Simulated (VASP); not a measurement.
GaSb, 2 atoms in the cell. Symmetry: F-43m, No. 216, cubic system. The conventional cell has a = 6.049 Å, b = 6.049 Å, c = 6.049 Å, α = 90.00°, β = 90.00°, γ = 90.00°. Within 3.5 Å of Ga (site symmetry -43m) lie 4 Sb at 2.62 Å. Within 3.5 Å of Sb (site symmetry -43m) lie 4 Ga at 2.62 Å.  This cell differs from its parent crystal: volume scaled by 0.97.

| Item | Value |
| --- | --- |
| Program | VASP 6.6.1 |
| Task | single point |
| Functional | PBEsol |
| Potentials or basis | VASP PAW PBE potentials, release 64 (Ga_d, Sb) |
| Cutoff | 500 eV |
| k mesh | 12 × 12 × 12 |
| Occupations | gaussian, width 0.1 eV |
| Spin | no spin polarisation |
| Dipole correction | no |
| Further INCAR settings | ALGO = Normal; EDIFF = 1e-06; NBANDS = 16 |

Potentials or basis: VASP PAW PBE potentials, release 64 (Ga_d, Sb).

Run with:

```bash
$ cat potpaw_PBE.64/Ga_d/POTCAR potpaw_PBE.64/Sb/POTCAR > POTCAR
$ mpirun -np 1 vasp_std > vasp.out
```

Hardware: 1 thread of Intel(R) Xeon(R) Platinum 8259CL CPU @ 2.50GHz (Skylake/Cascade Lake), with other jobs on the host.

Q: How long does it take, and how much memory?

A: It took 45 s on 1 thread of Intel(R) Xeon(R) Platinum 8259CL CPU @ 2.50GHz (Skylake/Cascade Lake), with other jobs on the host, peak memory 0.21 GiB. Counts: scf iterations 12, k points 72.
